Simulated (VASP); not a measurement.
# Zr2Si3: single point with PBE

Crystal: Zr2Si3.

```
Zr Si
1.0
     3.87176    0.00000    0.00000
     0.00000    4.76300    0.00000
     0.00000    0.00000    5.74190
Zr Si
2 3
Direct
  0.50000 0.50000 0.50000
  0.50000 0.00000 0.50000
  0.00000 0.00000 0.50000
  0.50000 0.00000 0.00000
  0.00000 0.00000 0.00000
```

The cell was generated, and may not be a known phase.

```json
{
  "Program": "VASP 6.6.1",
  "Task": "single point",
  "Functional": "PBE",
  "Potentials or basis": "VASP PAW PBE potentials, release 64 (Zr_sv, Si)",
  "Cutoff": "520 eV",
  "k mesh": "4 × 4 × 4",
  "Occupations": "gaussian, width 0.1 eV",
  "Spin": "no spin polarisation",
  "Dipole correction": "no",
  "Further INCAR settings": "ALGO = Normal; EDIFF = 1e-06; NBANDS = 26"
}
```

The pressure is 42.0 GPa and the band gap on the k mesh is zero (bands 18 and 19 overlap by 1.14 eV).

Stress tensor (GPa, compression positive):
```
112.97   0.00   0.00
  0.00  19.67   0.00
  0.00   0.00  -6.53
```

Levels at points of the mesh, in eV from the Fermi level:
| k point | band 16 | band 17 | band 18 | band 19 | band 20 | band 21 |
| --- | --- | --- | --- | --- | --- | --- |
| (0.00, 0.00, 0.00) | -2.27 | -1.06 | -0.85 | -0.37 | -0.02 | 0.73 |
| (0.50, 0.00, 0.00) | -1.75 | -1.58 | -0.59 | -0.14 | 0.42 | 1.02 |
| (0.00, 0.50, 0.00) | -0.48 | -0.48 | -0.32 | 0.69 | 1.15 | 1.59 |
| (0.50, 0.50, 0.00) | -1.85 | -0.85 | -0.18 | 0.62 | 1.51 | 1.77 |
| (0.00, 0.00, 0.50) | -1.19 | -0.87 | -0.62 | -0.49 | 0.11 | 0.73 |
| (0.50, 0.00, 0.50) | -2.49 | -1.65 | -0.56 | 0.43 | 0.87 | 0.87 |
| (0.00, 0.50, 0.50) | -0.46 | 0.00 | 0.41 | 0.53 | 0.54 | 1.46 |
| (0.50, 0.50, 0.50) | -2.08 | -2.06 | -0.14 | 0.68 | 0.74 | 1.27 |

Run time: 67 s on 1 thread of Intel(R) Xeon(R) Platinum 8259CL CPU @ 2.50GHz (Skylake/Cascade Lake) (shared host), peak memory 0.24 GiB.

Caveat: the k points lie up to 0.41 Å⁻¹ apart, too coarse for converged energies and pressures of a metal.
